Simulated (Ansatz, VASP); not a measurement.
Two plane-wave programs on Ni

```
Ni
1.0
     0.00000    1.76795    1.76795
     1.76795    0.00000    1.76795
     1.76795    1.76795    0.00000
Ni
1
Direct
  0.00000 0.00000 0.00000
```

Alike in both runs: task single point; functional r2SCAN; k mesh 7 × 7 × 7; occupations fermi-dirac, width 0.05 eV; no spin polarisation.

|  | VASP | Ansatz |
| --- | --- | --- |
| version | VASP 6.6.1 | Ansatz 0.2.0 |
| potentials or method | VASP PAW PBE potentials, release 64 (Ni), cutoff 660 eV | PAW, plane waves, scalar-relativistic |
| valence electrons in the cell | 10 | 18 |

Ansatz gave:

* pressure (GPa): -12.3

Task: Which values does VASP return?

Result: Pressure (GPa): -11.8.

VASP's potentials were made for PBE, not for r2SCAN. With one functional, cell and mesh, what is left measures potentials, basis and numerics. VASP's potentials hold 10 valence electrons a cell and Ansatz's 18, so a difference there can come from the potentials and not from the codes.

The k mesh is coarse, so the values compare programs but aren't converged.
